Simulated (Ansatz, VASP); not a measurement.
BaTiO3: VASP beside Ansatz

```
Ba Ti O
1.0
     4.06001    0.00000    0.00000
     0.00000    4.06001    0.00000
     0.00000    0.00000    4.06001
Ba Ti O
1 1 3
Direct
  0.50000 0.50000 0.50000
  0.00000 0.00000 0.00000
  0.50000 0.00000 0.00000
  0.00000 0.50000 0.00000
  0.00000 0.00000 0.50000
```

Alike in both runs: task single point; functional r2SCAN; k mesh 6 × 6 × 6; no spin polarisation.

|  | VASP | Ansatz |
| --- | --- | --- |
| version | VASP 6.6.1 | Ansatz 0.2.0 |
| potentials or method | VASP PAW PBE potentials, release 64 (Ba_sv, Ti_sv, O), cutoff 520 eV | PAW plane waves |
| occupations | fermi-dirac, width 0.1 eV | fermi-dirac |
| valence electrons in the cell | 40 | 40 |

```csv
,VASP,Ansatz,Ansatz less VASP
pressure (GPa),-6.3,-8.0,-1.65
```

VASP's potentials were made for PBE, not for r2SCAN.

Neither program's run includes spin-orbit coupling.
